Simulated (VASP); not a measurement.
Runs of VASP 6.6.1 on Ti. The structure is that of space group Im-3m (No. 229), or close to it. The cells are those of the table. 

```csv
cell,gap on the mesh (eV),pressure (GPa)
"a = 2.842 Å, angles 109.5°, 1 atom",none,-7.1
"a = 2.916 Å, angles 109.5°, 1 atom",none,(b)
"a = 2.804 Å, angles 109.5°, 1 atom",none,(a)
"a = 2.880 Å, angles 109.5°, 1 atom",none,-10.2
"a = 2.764 Å, angles 109.5°, 1 atom",none,1.5
```

Alike in all rows: task single point; level PBEsol; potentials or basis VASP PAW PBE potentials, release 64 (Ti_sv); no spin polarisation; k mesh 12 × 12 × 12; cutoff (eV) 520; smearing gaussian 0.1 eV.

Estimate the missing entries.

(a) -3.2; (b) -12.8.

Caveats: the PAW data sets were made with another functional, which shifts forces and pressure a little.

A gap of «none» marks levels without a gap at the run's occupations.
